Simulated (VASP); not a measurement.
Set up this calculation in VASP 6.6.1, as the native input.

```yaml
Task: single point
Functional: PBEsol
Potentials_or_basis: VASP PAW PBE potentials, release 64 (Hf_pv, C)
Cutoff: 520 eV
k_mesh: 11 × 11 × 11
Occupations: fermi-dirac, width 0.05 eV
Spin: no spin polarisation
Dipole_correction: no
Further_INCAR_settings: ALGO = Normal; EDIFF = 1e-06; NBANDS = 14
```

The structure of HfC lies in POSCAR:

```
HfC
1.0
    0.0000000000      2.3250000000      2.3250000000
    2.3250000000      0.0000000000      2.3250000000
    2.3250000000      2.3250000000      0.0000000000
Hf C
1 1
Direct
    0.3950000000      0.3950000000      0.6050000000
    0.1050000000      0.1050000000     -0.1050000000
```

This cell differs from its parent crystal: shortest bond scaled by 0.58.

The input as run:

INCAR

```
PREC = Accurate
ENCUT = 520
EDIFF = 1E-6
ISMEAR = -1
SIGMA = 0.05
LREAL = False
LASPH = True
NELM = 100
ALGO = Normal
ISIF = 2
LWAVE = False
LCHARG = False
GGA = PS
NBANDS = 14
```

KPOINTS

```
regular mesh
0
Gamma
  11 11 11
```

Potentials or basis: VASP PAW PBE potentials, release 64 (Hf_pv, C).

Command:

```sh
$ cat potpaw_PBE.64/Hf_pv/POTCAR potpaw_PBE.64/C/POTCAR > POTCAR
$ mpirun -np 1 vasp_std > vasp.out
```

Results of the run:

The pressure is 140.2 GPa and the largest force is 53.190 eV/Å. The band gap on the k mesh is zero (bands 7 and 8 overlap by 1.91 eV).

Caveat: the cell differs from its parent crystal (shortest bond scaled by 0.58); atoms lie so close that the PAW spheres overlap strongly, which falsifies energies and pressures; the cell stands under pressure; the PAW data sets were made with another functional, which shifts forces and pressure a little; spin-orbit coupling is left out, which moves the levels of the heavy elements.

Wall time 54 s on 1 thread of Intel Xeon 8259CL, with other jobs on the host, peak memory 0.17 GiB.
